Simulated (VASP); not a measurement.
Here is a VASP 6.6.1 calculation.

Contents of INCAR:

```
ALGO = Normal ; EDIFF = 1E-6
ENCUT = 520 ; GGA = PE
ISIF = 2 ; ISMEAR = 0
LASPH = True ; LCHARG = True
LELF = True ; LREAL = False
LVHAR = True ; LWAVE = False
NBANDS = 16 ; NELM = 60
PREC = Accurate ; SIGMA = 0.1
```

Contents of KPOINTS:

```
k-points
0
Gamma
  14 14 14
```

File POSCAR:

```
Si2Ni
1.0
    0.0000000000      2.6098213317      2.6098213317
    2.6098213317      0.0000000000      2.6098213317
    2.6098213317      2.6098213317      0.0000000000
Si Ni
2 1
Direct
    0.2500000000      0.2500000000      0.2500000000
    0.7500000000      0.7500000000      0.7500000000
    0.0000000000      0.0000000000      0.0000000000
```

Potentials or basis: VASP PAW PBE potentials, release 64 (Si, Ni).

The run is started by

```bash
$ cat potpaw_PBE.64/Si/POTCAR potpaw_PBE.64/Ni/POTCAR > POTCAR
$ mpirun -np 1 vasp_std > vasp.out
```

Question: What does it give for the band gap on the k mesh?

Answer: Zero (band 9 reaches 13.93 eV, above the bottom of band 10 at 11.82 eV).

Question: Predict the pressure.

Answer: 24.4 GPa.

 Spin polarisation is off, so any magnetic state and its effect on volume and gap are missing.
